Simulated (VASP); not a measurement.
## RbW: single point with PBE0

RbW:

```
Rb W
1.0
     3.54662    0.00000    0.00000
    -1.77331    3.07147    0.00000
     0.00000    0.00000    5.49414
Rb W
1 1
Direct
  0.00000 0.00000 0.50000
  0.66667 0.33333 0.00000
```

- Program: VASP 6.6.1
- Task: single point
- Functional: PBE0
- Potentials or basis: VASP PAW PBE potentials, release 64 (Rb_sv, W_sv)
- Cutoff: 520 eV
- k mesh: 5 × 5 × 3
- Occupations: gaussian, width 0.05 eV
- Spin: no spin polarisation

The pressure is -8.9 GPa and the band gap on the k mesh is zero (an odd number of electrons rules out a gap without spin polarisation).

Stress tensor (GPa, compression positive):
```
-17.71   0.00   0.00
  0.00 -17.71   0.00
  0.00   0.00   8.64
```

Levels at points of the mesh, in eV from the Fermi level:
| k point | band 8 | band 9 | band 10 | band 11 | band 12 | band 13 | band 14 | band 15 |
| --- | --- | --- | --- | --- | --- | --- | --- | --- |
| (0.00, 0.00, 0.00) | -12.56 | -6.01 | -2.25 | 0.25 | 0.25 | 1.94 | 1.94 | 3.48 |

Wall time 13 min on 1 thread of Intel(R) Xeon(R) Platinum 8488C (Sapphire Rapids) (shared host), peak memory 0.19 GiB.

Caveat: the k points lie up to 0.41 Å⁻¹ apart, too coarse for converged energies and pressures of a metal; the PAW data sets were made with another functional, which shifts forces and pressure a little; spin-orbit coupling is left out, which moves the levels of the heavy elements.
